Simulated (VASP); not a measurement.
# Pb (Fd-3m) in VASP: a series of runs, part 2 of 2

VASP 6.6.1. The steps go on from the part before.

### 4 Single point, BLYP (45.51 Å³/atom)

This run uses another cell than the first one, of 45.51 Å³/atom.

Input file INCAR:

```
PREC = Accurate
ENCUT = 520
EDIFF = 1E-6
ISMEAR = -1
SIGMA = 0.1
LREAL = False
LASPH = True
NELM = 60
ALGO = Normal
ISIF = 2
LWAVE = False
LCHARG = True
GGA = B5
ALDAX = 1.0
AGGAX = 1.0
AGGAC = 1.0
ALDAC = 0.0
LELF = True
LVHAR = True
NBANDS = 21
```

Input file KPOINTS:

```
Automatic mesh
0
Gamma
  9 9 9
```

Input file POSCAR:

```
Pb
1.0
    0.0000000000      3.5701803335      3.5701803335
    3.5701803335      0.0000000000      3.5701803335
    3.5701803335      3.5701803335      0.0000000000
Pb
2
Direct
    0.1250000000      0.1250000000      0.1250000000
    0.8750000000      0.8750000000      0.8750000000
```

Potentials or basis: VASP PAW PBE potentials, release 64 (Pb_d).

Run with:

```console
> cat potpaw_PBE.64/Pb_d/POTCAR > POTCAR
> mpirun -np 1 vasp_std > vasp.out
```

OUTCAR:

```text
PREC = Accurate
   ENCUT = 520
   EDIFF = 1E-6
   ISMEAR = -1
   LREAL = False
   LASPH = True
   NELM = 60
   ISIF = 2
   GGA = B5

 ion  position               nearest neighbor table
   1  0.125  0.125  0.125-   2 3.09   2 3.09   2 3.09   2 3.09
   2  0.875  0.875  0.875-   1 3.09   1 3.09   1 3.09   1 3.09

  LATTYP: Found a face centered cubic cell.
 ALAT       =     7.1403606670

  Lattice vectors:

 A1 = (   0.0000000000,   3.5701803335,   3.5701803335)
 A2 = (   3.5701803335,   0.0000000000,   3.5701803335)
 A3 = (   3.5701803335,   3.5701803335,   0.0000000000)

Analysis of symmetry for initial positions (statically):
=====================================================================
 Subroutine PRICEL returns:
 Original cell was already a primitive cell.

 Routine SETGRP: Setting up the symmetry group for a
 face centered cubic supercell.

 Subroutine GETGRP returns: Found 48 space group operations
 (whereof 12 operations were pure point group operations)
 out of a pool of 48 trial point group operations.

The static configuration has the point symmetry D_3d.
 The point group associated with its full space group is O_h .

Analysis of symmetry for dynamics (positions and initial velocities):
=====================================================================
 Subroutine PRICEL returns:
 Original cell was already a primitive cell.

 Routine SETGRP: Setting up the symmetry group for a
 face centered cubic supercell.

 Subroutine GETGRP returns: Found 48 space group operations
 (whereof 12 operations were pure point group operations)
 out of a pool of 48 trial point group operations.

The dynamic configuration has the point symmetry D_3d.
 The point group associated with its full space group is O_h .

[... 109 lines left out ...]
   NELECT =      28.0000    total number of electrons
   NUPDOWN=      -1.0000    fix difference up-down
   EMIN   =  10.00;   EMAX   =-10.00  energy-range for DOS
   EFERMI =   0.00;   METHOD = LEGACY
   ISMEAR =    -1;   SIGMA  =   0.10  broadening in eV -4-tet -1-fermi 0-gaus
   EFERMI_NEDOS =   21; number of points for ismear=-14 and -15
   IALGO  =     38    algorithm
   IMIX   =      4    mixing-type and parameters
     AMIX     =   0.40;   BMIX     =  1.00
     AMIX_MAG =   1.60;   BMIX_MAG =  1.00
  volume/ion in A,a.u.               =      45.51       307.09
  Fermi-wavevector in a.u.,A,eV,Ry     =   1.105166  2.088460 16.618033  1.221391
  Thomas-Fermi vector in A             =   2.241649
   LORBIT       =      0    0 simple, 1 ext, 2 COOP (PROOUT), +10 PAW based schemes
   GGA     = B5    functional components
   LHFCALC =     F    Hartree Fock is set to
   AEXX    =    0.0000 exact exchange contribution
   IVDW    =     0    specifies the selected vdW correction
   LEPSILON=     F    determine dielectric tensor
   LRPA    =     F    only Hartree local field effects (RPA)
 non-spin polarized calculation
  energy-cutoff  :      520.00
  volume of cell :       91.01
 maximum number of plane-waves:      2473
 NGX is ok and might be reduce to    40
   NGX = 19   NGY = 19   NGZ = 19

 number of electron      28.0000002 magnetization

 Free energy of the ion-electron system (eV)
  ---------------------------------------------------
  ext. energy  EPLUGINS =         0.00000000
  ---------------------------------------------------
  free energy    TOTEN  =        -5.62252379 eV

  energy without entropy =       -5.59944742  energy(sigma->0) =       -5.61098561

 E-fermi :   3.7920     XC(G=0):  -7.4404

 val. band max:        3.7011726142   @ k =   0.1111   0.1111   0.0000
 cond. band min:       3.9291147279   @ k =  -0.1111   0.1111   0.0000
 fundamental gap:      0.2279421136
 Fermi energy:         3.7919586495

 k-point     1 :       0.0000    0.0000    0.0000
  band No.  band energies     occupation
      1     -13.1650      2.00000
      2     -13.1650      2.00000
      3     -13.1650      2.00000
      4     -13.1022      2.00000
      5     -13.1022      2.00000
      6     -12.7790      2.00000
[... 565 lines left out ...]
     20      12.1578      0.00000
     21      13.6571      0.00000

 [... further k-points ...]

------------------------ aborting loop because EDIFF is reached ----------------------------------------

  FORCE on cell =-STRESS in cart. coord.  units (eV):
  Direction    XX          YY          ZZ          XY          YZ          ZX
  --------------------------------------------------------------------------------------
  -------------------------------------------------------------------------------------
  Total        0.5565871      0.5565871      0.5565871      0.0000000      0.0000000      0.0000000
  in kB        9.7981316      9.7981316      9.7981316      0.0000000      0.0000000      0.0000000
  external PRESSURE =       9.7981316 kB  Pullay stress =       0.0000000 kB

 VOLUME and BASIS-vectors are now :
 -----------------------------------------------------------------------------
  energy-cutoff  :      520.00
  volume of cell :       91.01
      direct lattice vectors                 reciprocal lattice vectors
     0.000000000  3.570180334  3.570180334    -0.140048948  0.140048948  0.140048948
     3.570180334  0.000000000  3.570180334     0.140048948 -0.140048948  0.140048948
     3.570180334  3.570180334  0.000000000     0.140048948  0.140048948 -0.140048948

 POSITION                                       TOTAL-FORCE (eV/Angst)
 -----------------------------------------------------------------------------------
      0.89255      0.89255      0.89255        -0.000000      0.000000      0.000000
      6.24782      6.24782      6.24782         0.000000     -0.000000     -0.000000
 -----------------------------------------------------------------------------------
    total drift:                                0.000000      0.000000     -0.000000

  FREE ENERGIE OF THE ION-ELECTRON SYSTEM (eV)
  ---------------------------------------------------
  free  energy   TOTEN  =        -5.6225237914 eV

  energy  without entropy=       -5.5994474247  energy(sigma->0) =       -5.61098561
```

OSZICAR:

```text
N       E                     dE             d eps       ncg     rms          rms(c)
DAV:   1     0.292093195216E+03    0.29209E+03   -0.13453E+04  1470   0.140E+03
DAV:   2     0.161627530468E+02   -0.27593E+03   -0.26969E+03  1480   0.382E+02
DAV:   3    -0.490400204375E+01   -0.21067E+02   -0.20939E+02  1796   0.134E+02
DAV:   4    -0.564715067632E+01   -0.74315E+00   -0.74292E+00  1658   0.312E+01
DAV:   5    -0.568743509115E+01   -0.40284E-01   -0.40284E-01  2131   0.652E+00    0.167E+00
DAV:   6    -0.563698161930E+01    0.50453E-01   -0.76645E-02  1970   0.399E+00    0.851E-01
DAV:   7    -0.562245582430E+01    0.14526E-01   -0.46089E-02  2035   0.306E+00    0.215E-01
DAV:   8    -0.562239832646E+01    0.57498E-04   -0.80997E-03  1890   0.948E-01    0.392E-02
DAV:   9    -0.562251996578E+01   -0.12164E-03   -0.73582E-04  1668   0.382E-01    0.319E-02
DAV:  10    -0.562252158449E+01   -0.16187E-05   -0.14336E-04  1711   0.165E-01    0.461E-03
DAV:  11    -0.562252385578E+01   -0.22713E-05   -0.69805E-06  1922   0.206E-02    0.209E-03
DAV:  12    -0.562252379137E+01    0.64409E-07   -0.54281E-07  1208   0.961E-03
   1 F= -.56225238E+01 E0= -.56109856E+01  d E =-.230764E-01
```

stdout:

```text
POSCAR found type information on POSCAR Pb
 POSCAR found :  1 types and       2 ions
 scaLAPACK will be used
 -----------------------------------------------------------------------------
|                                                                             |
|                                                                             |
|     You enforced a specific xc type in the INCAR file but a different       |
|     I HOPE YOU KNOW WHAT YOU ARE DOING!                                     |
|                                                                             |
 -----------------------------------------------------------------------------

 LDA part: xc-table for (Slater(with rela. corr.)+VWN5), standard interpolation
 POSCAR, INCAR and KPOINTS ok, starting setup
 FFT: planning ... GRIDC
 FFT: planning ... GRID_SOFT
 FFT: planning ... GRID
 WAVECAR not read
 entering main loop
```

Run time: 80 s. Hardware: 1 thread of Intel Xeon 6455B, shared host; peak memory 0.25 GiB.

What came out:

```yaml
Free_energy: -5.6225 eV
Pressure: 1.0 GPa
Band_gap_on_the_k_mesh: zero (bands 14 and 15 overlap by 0.97 eV)
```

Caveat: the PAW data sets were made with another functional, which shifts forces and pressure a little; spin-orbit coupling is left out, which moves the levels of the heavy elements.

### 5 Single point, BLYP (47.40 Å³/atom)

This run uses another cell than the first one, of 47.40 Å³/atom.

Edit INCAR of step 4 so:

```diff
@@ -11,3 +11,3 @@
 LWAVE = False
-LCHARG = True
+LCHARG = False
 GGA = B5
@@ -17,4 +17,2 @@
 ALDAC = 0.0
-LELF = True
-LVHAR = True
 NBANDS = 21
```

Input file KPOINTS:

```
regular mesh
0
Gamma
  9 9 9
```

Input file POSCAR:

```
Pb
1.0
    0.0000000000      3.6190929915      3.6190929915
    3.6190929915      0.0000000000      3.6190929915
    3.6190929915      3.6190929915      0.0000000000
Pb
2
Direct
    0.1250000000      0.1250000000      0.1250000000
    0.8750000000      0.8750000000      0.8750000000
```

Run with:

```console
> cat potpaw_PBE.64/Pb_d/POTCAR > POTCAR
> mpirun -np 1 vasp_std > vasp.out
```

Wall time 77 s (1 thread of Intel Xeon 6455B, shared host); peak memory 0.26 GiB.

Results (log left out):

| Quantity | Value |
| --- | --- |
| Free energy | -5.6357 eV |
| Pressure | 0.0 GPa |
| Band gap on the k mesh | zero (bands 14 and 15 overlap by 0.91 eV) |

Levels at points of the mesh, in eV from the Fermi level:
```csv
k point,band 11,band 12,band 13,band 14,band 15,band 16,band 17,band 18
"(0.00, 0.00, 0.00)",-10.35,-4.77,0.36,0.36,0.36,2.27,2.27,2.27
```

Caveat: the PAW data sets were made with another functional, which shifts forces and pressure a little; spin-orbit coupling is left out, which moves the levels of the heavy elements.

### 6 Single point, BLYP (49.30 Å³/atom)

This run uses another cell than the first one, of 49.30 Å³/atom.

Input file INCAR:

```
SYSTEM = Pb
  PREC = Accurate
  ENCUT = 520
  EDIFF = 1E-6
  ISMEAR = -1
  SIGMA = 0.1
  LREAL = .False.
  LASPH = .True.
  NELM = 100
  ALGO = Normal
  ISIF = 2
  LWAVE = .False.
  LCHARG = .True.
  GGA = B5
  ALDAX = 1.0
  AGGAX = 1.0
  AGGAC = 1.0
  ALDAC = 0.0
  LELF = .True.
  LVHAR = .True.
  NBANDS = 21
```

Input file KPOINTS:

```
Automatic mesh
0
Gamma
  9 9 9
  0 0 0
```

Input file POSCAR:

```
Pb
1.0
    0.0000000000      3.6667180976      3.6667180976
    3.6667180976      0.0000000000      3.6667180976
    3.6667180976      3.6667180976      0.0000000000
Pb
2
Direct
    0.1250000000      0.1250000000      0.1250000000
    0.8750000000      0.8750000000      0.8750000000
```

Potentials or basis: VASP PAW PBE potentials, release 64 (Pb_d).

Run with:

```console
> cat potpaw_PBE.64/Pb_d/POTCAR > POTCAR
> mpirun -np 1 vasp_std > vasp.out
```

It took 82 s on 1 thread of Intel Xeon 6455B, shared host; peak memory 0.26 GiB.

It converged, with:

```yaml
Free_energy: -5.6290 eV
Pressure: -0.7 GPa
Band_gap_on_the_k_mesh: zero (bands 14 and 15 overlap by 0.87 eV)
```

Levels at points of the mesh, in eV from the Fermi level:
| k point | band 11 | band 12 | band 13 | band 14 | band 15 | band 16 | band 17 | band 18 |
| --- | --- | --- | --- | --- | --- | --- | --- | --- |
| (0.00, 0.00, 0.00) | -10.17 | -4.95 | 0.35 | 0.35 | 0.35 | 2.24 | 2.24 | 2.24 |

Caveat: the PAW data sets were made with another functional, which shifts forces and pressure a little; spin-orbit coupling is left out, which moves the levels of the heavy elements.

### 7 Overview

| cell | gap on the mesh (eV) | pressure (GPa) |
| --- | --- | --- |
| a = 4.905 Å, angles 60.0°, 2 atoms | none | 3.6 |
| a = 4.978 Å, angles 60.0°, 2 atoms | none | 2.2 |
| a = 5.049 Å, angles 60.0°, 2 atoms | none | 1.0 |
| a = 5.118 Å, angles 60.0°, 2 atoms | none | 0.0 |
| a = 5.186 Å, angles 60.0°, 2 atoms | none | -0.7 |

Alike in all rows: task single point; level BLYP; potentials or basis VASP PAW PBE potentials, release 64 (Pb_d); no spin polarisation; k mesh 9 × 9 × 9; cutoff (eV) 520; smearing fermi-dirac 0.1 eV.

Caveats: the PAW data sets were made with another functional, which shifts forces and pressure a little; spin-orbit coupling is left out, which moves the levels of the heavy elements; the cell stands under pressure (at least some runs).

Total energies depend on the potentials used, so only differences within one code and one set of settings carry meaning.
